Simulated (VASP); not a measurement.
Input of a VASP 6.6.1 run:

POSCAR

```
Os
1.0
    2.7341000000      0.0000000000      0.0000000000
   -1.3670500000      2.3678000565      0.0000000000
    0.0000000000      0.0000000000      4.3197000000
Os
2
Direct
    0.3333333333      0.6666666667      0.2500000000
    0.6666666667      0.3333333333      0.7500000000
```

INCAR.step1

```
SYSTEM = Os
PREC     = Accurate       ! precision mode
ENCUT    = 520            ! plane-wave cutoff, eV
ISMEAR   = -1             ! smearing method
SIGMA    = 0.05           ! smearing width, eV
LREAL    = .False.        ! projectors in reciprocal space
LASPH    = .True.         ! aspherical terms in the spheres
NELM     = 60             ! most SCF steps
NBANDS   = 15             ! bands
GGA      = PE             ! functional
ALGO     = Normal         ! electronic algorithm
EDIFF    = 1E-4           ! SCF threshold, eV
LWAVE    = .True.         ! write WAVECAR
LCHARG   = .False.        ! write CHGCAR
```

File INCAR.step2:

```
SYSTEM = Os
PREC     = Accurate       ! precision mode
ENCUT    = 520            ! plane-wave cutoff, eV
EDIFF    = 1E-8           ! SCF threshold, eV
ISMEAR   = -1             ! smearing method
SIGMA    = 0.05           ! smearing width, eV
LREAL    = .False.        ! projectors in reciprocal space
LASPH    = .True.         ! aspherical terms in the spheres
NELM     = 60             ! most SCF steps
ALGO     = Normal         ! electronic algorithm
ISIF     = 2              ! what is computed and relaxed
LWAVE    = .False.        ! write WAVECAR
LCHARG   = .False.        ! write CHGCAR
METAGGA  = R2SCAN         ! meta-GGA
LMIXTAU  = .True.       
LEFG     = .True.       
NBANDS   = 15             ! bands
ISTART   = 1
```

File KPOINTS:

```
Automatic mesh
0
Gamma
  14 14 8
  0 0 0
```

Potentials or basis: VASP PAW PBE potentials, release 64 (Os).

Run with:

```sh
$ cat potpaw_PBE.64/Os/POTCAR > POTCAR
$ cp INCAR.step1 INCAR
$ mpirun -np 1 vasp_std > vasp.out
$ cp INCAR.step2 INCAR
$ mpirun -np 1 vasp_std > vasp.out
```

Problem. What does it give for the band gap on the k mesh?

Solution. Zero (band 8 reaches 11.38 eV, above the bottom of band 9 at 7.47 eV).

Problem. What does it give for the pressure?

Solution. 2.0 GPa.

Electric field gradients, principal values (V/Å²):
```tsv
atom	least	middle	greatest (by size)
1 Os	37.287	37.287	-74.574
2 Os	37.287	37.287	-74.574
```

Caveat: without QUAD_EFG the Cq values of the log hold for a quadrupole moment of 1 mb, not for the nuclei; the PAW data sets were made with another functional, which shifts forces and pressure a little; spin-orbit coupling is left out, which moves the levels of the heavy elements.
